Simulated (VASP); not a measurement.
Here is a VASP 6.6.1 calculation.

INCAR

```
PREC = Accurate
ENCUT = 520
EDIFF = 1E-6
ISMEAR = -1
SIGMA = 0.1
LREAL = F
LASPH = T
NELM = 100
ALGO = Normal
ISIF = 2
LWAVE = F
LCHARG = F
GGA = B5
ALDAX = 1.0
AGGAX = 1.0
AGGAC = 1.0
ALDAC = 0.0
NBANDS = 22
```

Contents of KPOINTS:

```
regular mesh
0
Gamma
  9 9 9
```

File POSCAR:

```
B
1.0
    3.7120314205      0.0000000000      0.0000000000
    0.0000000000      3.7120314205      0.0000000000
    0.0000000000      0.0000000000      3.7120314205
B
8
Direct
    0.0000000000      0.0000000000      1.0000000000
    0.5000000000      0.5000000000      0.5000000000
    0.2500000000      0.0000000000      0.5000000000
    0.7500000000      0.0000000000      0.5000000000
    0.5000000000      0.2500000000      1.0000000000
    0.5000000000      0.7500000000      1.0000000000
    1.0000000000      0.5000000000      0.2500000000
    1.0000000000      0.5000000000      0.7500000000
```

Potentials or basis: VASP PAW PBE potentials, release 64 (B).

Command:

```sh
$ cat potpaw_PBE.64/B/POTCAR > POTCAR
$ mpirun -np 1 vasp_std > vasp.out
```

(1) What does it give for the band gap on the k mesh?

(2) Estimate the pressure.

Answers

(1) zero (band 12 reaches 13.32 eV, above the bottom of band 13 at 9.24 eV).

(2) -0.5 GPa.

Caveat: the PAW data sets were made with another functional, which shifts forces and pressure a little.
